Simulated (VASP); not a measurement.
Write the native input for VASP 6.6.1 that does the following.

| Quantity | Value |
| --- | --- |
| Task | single point |
| Functional | HSE06 |
| Dispersion | D3(BJ) |
| Potentials or basis | VASP PAW PBE potentials, release 64 (Sr_sv, O) |
| Cutoff | 520 eV |
| k mesh | 5 × 5 × 5 |
| Occupations | gaussian, width 0.05 eV |
| Spin | no spin polarisation |
| Dipole correction | no |
| Grid for exact exchange (PRECFOCK) | Normal |
| Further INCAR settings | ALGO = Normal; EDIFF = 1e-06; NBANDS = 15 |
| Share of exact exchange | 0.25 |
| Screening parameter | 0.2079 1/Å |

Crystal: SrO.

```
CELL_PARAMETERS angstrom
0.00000 2.56630 2.56630
2.56630 0.00000 2.56630
2.56630 2.56630 0.00000
ATOMIC_POSITIONS crystal
Sr 0.50000 0.50000 0.50000
O 0.00000 0.00000 0.00000
```

These files were run (other wordings do the same):

POSCAR

```
SrO
1.0
    0.0000000000      2.5663000000      2.5663000000
    2.5663000000      0.0000000000      2.5663000000
    2.5663000000      2.5663000000      0.0000000000
Sr O
1 1
Direct
    0.5000000000      0.5000000000      0.5000000000
    0.0000000000      0.0000000000      0.0000000000
```

INCAR.step1

```
SYSTEM = SrO
  ALGO = Normal
  EDIFF = 1E-5
  ENCUT = 520
  GGA = PE
  ISIF = 2
  ISMEAR = 0
  LASPH = .TRUE.
  LREAL = .FALSE.
  LWAVE = .TRUE.
  NBANDS = 15
  NELM = 100
  PREC = Accurate
  SIGMA = 0.05
```

INCAR.step2

```
SYSTEM = SrO
  ALGO = Normal
  EDIFF = 1E-6
  ENCUT = 520
  GGA = PE
  HFSCREEN = 0.2079
  ISIF = 2
  ISMEAR = 0
  ISTART = 1
  IVDW = 12
  LASPH = .TRUE.
  LCHARG = .TRUE.
  LELF = .TRUE.
  LHFCALC = .TRUE.
  LREAL = .FALSE.
  LVHAR = .TRUE.
  LWAVE = .FALSE.
  NBANDS = 15
  NELM = 100
  PREC = Accurate
  PRECFOCK = Normal
  SIGMA = 0.05
  VDW_A1 = 0.383
  VDW_A2 = 5.685
  VDW_S6 = 1.0
  VDW_S8 = 2.31
```

KPOINTS

```
k-points
0
G
  5 5 5
  0 0 0
```

Potentials or basis: VASP PAW PBE potentials, release 64 (Sr_sv, O).

The run is started by

```bash
$ cat potpaw_PBE.64/Sr_sv/POTCAR potpaw_PBE.64/O/POTCAR > POTCAR
$ cp INCAR.step1 INCAR
$ mpirun -np 1 vasp_std > vasp.out
$ cp INCAR.step2 INCAR
$ mpirun -np 1 vasp_std > vasp.out
```

Results of the run:

```
Pressure                   : -1.9 GPa
Band gap on the k mesh     : 4.94 eV (least direct gap 5.06 eV)
Dispersion energy per atom : -0.362 eV
```

Caveat: the k points lie up to 0.42 Å⁻¹ apart; the PAW data sets were made with another functional, which shifts forces and pressure a little; an odd mesh through Γ misses points on the zone boundary, where band edges can lie.

It took 25 min on 1 thread of Intel Xeon 8259CL, with other jobs on the host, peak memory 0.28 GiB.
